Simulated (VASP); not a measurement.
# TiSi16 (a cell with a defect) in VASP: further runs

The runs below take TiSi16 (a cell with a defect) through single point, with PBEsol.

All numbers are computed with VASP 6.6.1; they aren't measurements. Logs are shortened: lines on timing, memory, paths and dates and some standing lists are left out, and cuts for length are marked.

### 1 The cell of the first run

The cell holds a defect, 17 atoms: a = 7.679 Å, b = 7.679 Å, c = 7.679 Å, α = 60.00°, β = 60.00°, γ = 60.00°.

### 2 Single point, PBEsol

Contents of INCAR:

```
SYSTEM = TiSi16
  PREC = Accurate
  ENCUT = 520
  EDIFF = 1E-6
  ISMEAR = -1
  SIGMA = 0.02
  LREAL = Auto
  LASPH = .True.
  NELM = 60
  ALGO = Normal
  ISIF = 2
  LWAVE = .False.
  LCHARG = .True.
  GGA = PS
  LELF = .True.
  LVHAR = .True.
  NBANDS = 52
```

Contents of KPOINTS:

```
Automatic mesh
0
Gamma
  2 2 2
  0 0 0
```

Contents of POSCAR:

```
TiSi16
1.0
    0.0000000000      5.4300000000      5.4300000000
    5.4300000000      0.0000000000      5.4300000000
    5.4300000000      5.4300000000      0.0000000000
Si Ti
16 1
Direct
    0.0401381215     -0.0069337017     -0.0425506446
    0.1368600368      0.0964548803      0.1184990792
   -0.0413904236      0.0611141805      0.4733793738
    0.1636924494      0.1422928177      0.5776519337
    0.0275598527      0.4570441989     -0.0339871087
    0.0610681400      0.6368324125      0.1198526703
    0.0137753223      0.5296132597      0.4500920810
    0.1245948435      0.6845027624      0.5725690608
    0.5192909761     -0.0271546961     -0.0270441989
    0.6368876611      0.1479742173      0.0470902394
    0.5205616943     -0.0233425414      0.4654604052
    0.5948987109      0.1361878453      0.5987845304
    0.4448802947      0.5138674033     -0.0016206262
    0.5898434622      0.5949447514      0.1608379374
    0.4917679558      0.4967587477      0.5116574586
    0.6420534070      0.6131399632      0.6349631676
    0.7674861878      0.7394383057      0.7382596685
```

Potentials or basis: VASP PAW PBE potentials, release 64 (Si, Ti_sv).

On the command line:

```sh
cat potpaw_PBE.64/Si/POTCAR potpaw_PBE.64/Ti_sv/POTCAR > POTCAR
mpirun -np 1 vasp_std > vasp.out
```

OUTCAR:

```text
SYSTEM = TiSi16
   PREC = Accurate
   ENCUT = 520
   EDIFF = 1E-6
   ISMEAR = -1
   LREAL = Auto
   LASPH = .True.
   NELM = 60
   ISIF = 2
   GGA = PS

 ion  position               nearest neighbor table
   1  0.040  0.993  0.957-   2 2.28   6 2.33   4 2.39  10 2.55
   2  0.137  0.096  0.118-   5 2.27   1 2.28   3 2.30   9 2.40
   3  0.959  0.061  0.473-   2 2.30  12 2.31   8 2.38   4 2.50  17 2.83
   4  0.164  0.142  0.578-  11 2.26   1 2.39   7 2.43   3 2.50
   5  0.028  0.457  0.966-   2 2.27   6 2.38   8 2.55  17 2.67  14 2.77
   6  0.061  0.637  0.120-   7 2.13   1 2.33   5 2.38  13 2.41
   7  0.014  0.530  0.450-   6 2.13  16 2.37   4 2.43   8 2.44  17 2.72
   8  0.125  0.685  0.573-  17 2.28  15 2.35   3 2.38   7 2.44   5 2.55
   9  0.519  0.973  0.973-  10 2.33  12 2.37   2 2.40  14 2.41  17 2.54
  10  0.637  0.148  0.047-   9 2.33  13 2.36   1 2.55  11 2.63
  11  0.521  0.977  0.465-   4 2.26  16 2.31  12 2.33  10 2.63  17 2.83
  12  0.595  0.136  0.599-  15 2.29   3 2.31  11 2.33   9 2.37  17 2.51
  13  0.445  0.514  0.998-  16 2.34  10 2.36   6 2.41  14 2.46  17 3.00
  14  0.590  0.595  0.161-  15 2.21   9 2.41  13 2.46  17 2.67   5 2.77
  15  0.492  0.497  0.512-  14 2.21  12 2.29   8 2.35  16 2.45
  16  0.642  0.613  0.635-  17 2.23  11 2.31  13 2.34   7 2.37  15 2.45
  17  0.767  0.739  0.738-  16 2.23   8 2.28  12 2.51   9 2.54  14 2.67   5 2.67   7 2.72  11 2.83
                             3 2.83  13 3.00

  LATTYP: Found a face centered cubic cell.
 ALAT       =    10.8600000000

  Lattice vectors:

 A1 = (   0.0000000000,   5.4300000000,   5.4300000000)
 A2 = (   5.4300000000,   0.0000000000,   5.4300000000)
 A3 = (   5.4300000000,   5.4300000000,   0.0000000000)

Analysis of symmetry for initial positions (statically):
=====================================================================
 Subroutine PRICEL returns:
 Original cell was already a primitive cell.

 Routine SETGRP: Setting up the symmetry group for a
 face centered cubic supercell.

 Subroutine GETGRP returns: Found  1 space group operations
 (whereof  1 operations were pure point group operations)
 out of a pool of 48 trial point group operations.

The static configuration has the point symmetry C_1 .

Analysis of symmetry for dynamics (positions and initial velocities):
=====================================================================
 Subroutine PRICEL returns:
 Original cell was already a primitive cell.

 Routine SETGRP: Setting up the symmetry group for a
 face centered cubic supercell.

 Subroutine GETGRP returns: Found  1 space group operations
 (whereof  1 operations were pure point group operations)
 out of a pool of 48 trial point group operations.

The dynamic configuration has the point symmetry C_1 .

 Subroutine INISYM returns: Found  1 space group operations
 (whereof  1 operations are pure point group operations),
 and found     1 'primitive' translations

----------------------------------------------------------------------------------------

                                     Primitive cell

  volume of cell :     320.2060

  direct lattice vectors                    reciprocal lattice vectors
     0.000000000  5.430000000  5.430000000    -0.092081031  0.092081031  0.092081031
     5.430000000  0.000000000  5.430000000     0.092081031 -0.092081031  0.092081031
     5.430000000  5.430000000  0.000000000     0.092081031  0.092081031 -0.092081031

  length of vectors
     7.679179644  7.679179644  7.679179644     0.159489025  0.159489025  0.159489025

  position of ions in fractional coordinates (direct lattice)
     0.040138122  0.993066298  0.957449355
     0.136860037  0.096454880  0.118499079
     0.958609576  0.061114180  0.473379374
     0.163692449  0.142292818  0.577651934
     0.027559853  0.457044199  0.966012891
     0.061068140  0.636832412  0.119852670
[... 9 lines left out ...]
     0.642053407  0.613139963  0.634963168
     0.767486188  0.739438306  0.738259668

  ion indices of the primitive-cell ions
   primitive index   ion index
                 1           1
                 2           2
                 3           3
                 4           4
                 5           5
                 6           6
[... 9 lines left out ...]
                16          16
                17          17

----------------------------------------------------------------------------------------

 KPOINTS: Automatic mesh

Automatic generation of k-mesh.
 Grid dimensions read from file:
 generate k-points for:    2    2    2

 Generating k-lattice:

  Cartesian coordinates                     Fractional coordinates (reciprocal lattice)
    -0.046040516  0.046040516  0.046040516     0.500000000  0.000000000  0.000000000
     0.046040516 -0.046040516  0.046040516     0.000000000  0.500000000  0.000000000
     0.046040516  0.046040516 -0.046040516     0.000000000  0.000000000  0.500000000

  Length of vectors
     0.079744512  0.079744512  0.079744512

  Shift w.r.t. Gamma in fractional coordinates (k-lattice)
     0.000000000  0.000000000  0.000000000

 Subroutine IBZKPT returns following result:
 ===========================================

 Found      8 irreducible k-points:

 Following reciprocal coordinates:
            Coordinates               Weight
  0.000000  0.000000  0.000000      1.000000
  0.500000  0.000000  0.000000      1.000000
  0.000000  0.500000  0.000000      1.000000
  0.000000  0.000000  0.500000      1.000000
  0.500000  0.500000  0.500000      1.000000
  0.500000  0.500000  0.000000      1.000000
  0.000000  0.500000  0.500000      1.000000
  0.500000  0.000000  0.500000      1.000000
   k-points           NKPTS =      8   k-points in BZ     NKDIM =      8   number of bands    NBANDS=     52
   number of dos      NEDOS =    301   number of ions     NIONS =     17
   total plane-waves  NPLWV = 216000
   dimension x,y,z NGX =    60 NGY =   60 NGZ =   60
   dimension x,y,z NGXF=   120 NGYF=  120 NGZF=  120
   ions per type =              16   1
   NGX,Y,Z   is equivalent  to a cutoff of  12.99, 12.99, 12.99 a.u.
   NGXF,Y,Z  is equivalent  to a cutoff of  25.98, 25.98, 25.98 a.u.
 SYSTEM =  TiSi16
   PREC   = accura    normal or accurate (medium, high low for compatibility)
   ISTART =      0    job   : 0-new  1-cont  2-samecut
   ICHARG =      2    charge: 1-file 2-atom 10-const
   ISPIN  =      1    spin polarized calculation?
   LNONCOLLINEAR =      F non collinear calculations
   LSORBIT =      F    spin-orbit coupling
   LASPH  =      T    aspherical Exc in radial PAW
   ENCUT  =  520.0 eV  38.22 Ry    6.18 a.u.  14.28 14.28 14.28*2*pi/ulx,y,z
   NELM   =     60;   NELMIN=  2; NELMDL= -5     # of ELM steps
   EDIFF  = 0.1E-05   stopping-criterion for ELM
   LREAL  =      T    real-space projection
   EDIFFG = 0.1E-04   stopping-criterion for IOM
   NSW    =      0    number of steps for IOM
   IBRION =     -1    ionic relax: 0-MD 1-quasi-New 2-CG
   NFREE  =      0    steps in history (QN), initial steepest desc. (CG)
   ISIF   =      2    stress and relaxation
   ISYM   =      2    0-nonsym 1-usesym 2-fastsym
   POTIM  = 0.5000    time-step for ionic-motion
   TEBEG  =    0.0;   TEEND  =   0.0 temperature during run
   PSTRESS=    0.0 pullay stress
   NELECT =      76.0000    total number of electrons
   NUPDOWN=      -1.0000    fix difference up-down
   EMIN   =  10.00;   EMAX   =-10.00  energy-range for DOS
   EFERMI =   0.00;   METHOD = LEGACY
   ISMEAR =    -1;   SIGMA  =   0.02  broadening in eV -4-tet -1-fermi 0-gaus
   EFERMI_NEDOS =   21; number of points for ismear=-14 and -15
   IALGO  =     38    algorithm
   IMIX   =      4    mixing-type and parameters
     AMIX     =   0.40;   BMIX     =  1.00
     AMIX_MAG =   1.60;   BMIX_MAG =  1.00
  volume/ion in A,a.u.               =      18.84       127.11
  Fermi-wavevector in a.u.,A,eV,Ry     =   1.013607  1.915439 13.978610  1.027399
  Thomas-Fermi vector in A             =   2.146786
   LORBIT       =      0    0 simple, 1 ext, 2 COOP (PROOUT), +10 PAW based schemes
   GGA     = PS    functional components
   LHFCALC =     F    Hartree Fock is set to
   AEXX    =    0.0000 exact exchange contribution
   IVDW    =     0    specifies the selected vdW correction
   LEPSILON=     F    determine dielectric tensor
   LRPA    =     F    only Hartree local field effects (RPA)
 non-spin polarized calculation
  energy-cutoff  :      520.00
  volume of cell :      320.21
 maximum number of plane-waves:      8646
 NGX is ok and might be reduce to    60
   NGX = 29   NGY = 29   NGZ = 29

 number of electron      76.0000001 magnetization

 Free energy of the ion-electron system (eV)
  ---------------------------------------------------
  ext. energy  EPLUGINS =         0.00000000
  ---------------------------------------------------
  free energy    TOTEN  =       -95.60767085 eV

  energy without entropy =      -95.59436158  energy(sigma->0) =      -95.60101622

 E-fermi :   6.7859     XC(G=0):  -9.9137

 val. band max:        6.7710629398   @ k =   0.0000   0.0000   0.5000
 cond. band min:       6.8005557982   @ k =   0.5000   0.0000   0.5000
 fundamental gap:      0.0294928584
 Fermi energy:         6.7859079272

 k-point     1 :       0.0000    0.0000    0.0000
  band No.  band energies     occupation
      1     -49.6422      2.00000
      2     -26.1820      2.00000
      3     -26.1261      2.00000
      4     -26.0979      2.00000
      5      -5.8020      2.00000
      6      -3.7051      2.00000
[... 42 lines left out ...]
     49       8.3376      0.00000
     50       8.3986      0.00000

 k-point     2 :       0.5000    0.0000    0.0000
  band No.  band energies     occupation
      1     -49.6422      2.00000
      2     -26.1820      2.00000
      3     -26.1261      2.00000
      4     -26.0979      2.00000
      5      -5.0691      2.00000
      6      -4.9387      2.00000
[... 310 lines left out ...]
 k-point     8 :       0.5000    0.0000    0.5000
  band No.  band energies     occupation
      1     -49.6422      2.00000
      2     -26.1820      2.00000
      3     -26.1261      2.00000
      4     -26.0979      2.00000
      5      -4.9719      2.00000
      6      -4.4703      2.00000
[... 42 lines left out ...]
     49       9.5746      0.00000
     50      10.1361      0.00000
 [bands above 50 left out]

------------------------ aborting loop because EDIFF is reached ----------------------------------------

  FORCE on cell =-STRESS in cart. coord.  units (eV):
  Direction    XX          YY          ZZ          XY          YZ          ZX
  --------------------------------------------------------------------------------------
  -------------------------------------------------------------------------------------
  Total        6.0953310      4.2481461      2.4066073      2.2119303     -1.7282486      0.0333113
  in kB       30.4984939     21.2559513     12.0416591     11.0675765     -8.6474350      0.1666761
  external PRESSURE =      21.2653681 kB  Pullay stress =       0.0000000 kB

 VOLUME and BASIS-vectors are now :
 -----------------------------------------------------------------------------
  energy-cutoff  :      520.00
  volume of cell :      320.21
      direct lattice vectors                 reciprocal lattice vectors
     0.000000000  5.430000000  5.430000000    -0.092081031  0.092081031  0.092081031
     5.430000000  0.000000000  5.430000000     0.092081031 -0.092081031  0.092081031
     5.430000000  5.430000000  0.000000000     0.092081031  0.092081031 -0.092081031

 POSITION                                       TOTAL-FORCE (eV/Angst)
 -----------------------------------------------------------------------------------
     10.59130      5.41690      5.61030         0.370570     -1.830897     -0.713855
      1.16720      1.38660      1.26690        -0.636532      0.526347      0.242270
      2.90230      7.77570      5.53710         0.130882      1.234848      0.555348
      3.90930      4.02550      1.66150         0.783983     -0.918059     -1.144964
      7.72720      5.39510      2.63140         1.404606     -1.341961      0.131876
      4.10880      0.98240      3.78960        -2.001764     -1.552239      1.487644
[... 9 lines left out ...]
      6.77720      6.93420      6.81570        -2.632324     -2.064807     -2.471581
      8.02390      8.17620      8.18260         2.111671      0.228045     -0.278861
 -----------------------------------------------------------------------------------
    total drift:                               -0.015598      0.004791      0.000086

  FREE ENERGIE OF THE ION-ELECTRON SYSTEM (eV)
  ---------------------------------------------------
  free  energy   TOTEN  =       -95.6076708545 eV

  energy  without entropy=      -95.5943615830  energy(sigma->0) =      -95.60101622
```

It took 8.6 min on 1 thread of Intel Xeon 8259CL, shared host; peak memory 0.49 GiB.

Results:

```
Free energy            : -95.6077 eV
Pressure               : 2.1 GPa
Largest force          : 4.159 eV/Å
Band gap on the k mesh : zero (bands 38 and 39 overlap by 0.28 eV)
```

Forces in eV/Å, atoms in the order of the input:
```
Si   0.371 -1.831 -0.714
Si  -0.637  0.526  0.242
Si   0.131  1.235  0.555
Si   0.784 -0.918 -1.145
Si   1.405 -1.342  0.132
Si  -2.002 -1.552  1.488
Si   1.145  2.720 -1.084
Si  -1.314  1.380  0.805
Si   1.158  0.345 -0.425
Si   0.286  1.731 -0.076
Si  -0.966 -1.069  1.562
Si   0.065 -0.107 -0.002
Si   0.484  1.114  0.057
Si  -2.053 -1.038  1.257
Si   1.664  0.643  0.098
Si  -2.632 -2.065 -2.472
Ti   2.112  0.228 -0.279
```

Caveat: the k points lie up to 0.50 Å⁻¹ apart; the PAW data sets were made with another functional, which shifts forces and pressure a little.

### 3 Single point, PBEsol

Contents of INCAR:

```
SYSTEM = TiSi16
PREC = Accurate
ENCUT = 520
EDIFF = 1E-6
ISMEAR = -1
SIGMA = 0.02
LREAL = Auto
LASPH = .True.
NELM = 60
ALGO = Normal
ISIF = 2
LWAVE = .False.
LCHARG = .False.
GGA = PS
NBANDS = 52
```

KPOINTS is that of step 2.

Contents of POSCAR:

```
TiSi16
1.0
    0.0000000000      5.4300000000      5.4300000000
    5.4300000000      0.0000000000      5.4300000000
    5.4300000000      5.4300000000      0.0000000000
Si Ti
16 1
Direct
    0.0816574586     -0.0124125230     -0.0879189687
    0.1393738490      0.1067771639      0.0931860037
    0.0426243094      0.0541896869      0.4511141805
    0.1861049724      0.1766206262      0.5722375691
   -0.0083057090      0.4708103131     -0.0495580110
    0.1097697974      0.6097145488      0.0585543278
    0.0234438306      0.5664640884      0.4029650092
    0.1314917127      0.6228729282      0.5929650092
    0.5027348066     -0.0356813996      0.0403222836
    0.6780018416      0.0986279926      0.0815561694
    0.5989134438     -0.0080294659      0.4514548803
    0.6230662983      0.1426243094      0.6455340700
    0.5316942910      0.4579373849     -0.0669244936
    0.5989042357      0.6165837937      0.1086648250
    0.5016850829      0.5310220994      0.4697513812
    0.6304327808      0.6353867403      0.5795672192
    0.7294383057      0.7604511971      0.7542449355
```

Potentials or basis: VASP PAW PBE potentials, release 64 (Si, Ti_sv).

On the command line:

```sh
cat potpaw_PBE.64/Si/POTCAR potpaw_PBE.64/Ti_sv/POTCAR > POTCAR
mpirun -np 1 vasp_std > vasp.out
```

It took 8.6 min on 1 thread of Intel Xeon 8259CL, shared host; peak memory 0.5 GiB.

Results (log left out):

```yaml
Free_energy: -94.5894 eV
Pressure: 2.4 GPa
Largest_force: 2.805 eV/Å
Band_gap_on_the_k_mesh: zero (bands 38 and 39 overlap by 0.14 eV)
```

Forces in eV/Å, atoms in the order of the input:
```
Si   0.637  0.319 -2.630
Si   0.241  0.422 -0.180
Si   0.274  0.301 -1.832
Si  -1.541 -1.164  1.199
Si   0.437  0.567 -0.546
Si  -0.393  0.460  2.362
Si   0.377  0.718 -1.724
Si   0.637 -0.391  1.922
Si   0.097 -1.245  0.780
Si  -0.263  1.447  1.036
Si   0.928 -2.388 -0.023
Si   0.459 -0.108  1.433
Si   1.861 -0.193 -0.905
Si   0.027  1.645 -2.272
Si  -1.622 -0.706 -2.032
Si  -0.081  1.019  1.826
Ti  -2.075 -0.702  1.587
```

Stress tensor (GPa, compression positive):
```
 0.92  4.15  0.71
 4.15  4.76 -3.11
 0.71 -3.11  1.39
```

Levels at points of the mesh, in eV from the Fermi level:
```csv
k point,band 35,band 36,band 37,band 38,band 39,band 40,band 41,band 42
"(0.00, 0.00, 0.00)",-0.86,-0.71,-0.50,-0.25,-0.06,0.10,0.21,0.50
"(0.50, 0.00, 0.00)",-1.56,-0.81,-0.52,-0.12,-0.05,0.17,0.64,0.71
"(0.00, 0.50, 0.00)",-1.25,-0.60,-0.33,-0.08,0.15,0.31,0.45,0.73
"(0.00, 0.00, 0.50)",-0.97,-0.83,-0.39,0.09,0.29,0.43,0.59,0.94
"(0.50, 0.50, 0.50)",-1.31,-0.44,-0.29,-0.03,0.05,0.40,0.63,0.88
"(0.50, 0.50, 0.00)",-1.46,-1.11,-0.61,0.01,0.55,0.78,1.01,1.17
"(0.00, 0.50, 0.50)",-1.44,-1.20,-0.30,-0.13,0.49,0.62,1.02,1.11
"(0.50, 0.00, 0.50)",-1.29,-1.10,-0.56,-0.04,0.39,0.70,1.05,1.21
```

Caveat: the k points lie up to 0.50 Å⁻¹ apart; the PAW data sets were made with another functional, which shifts forces and pressure a little.
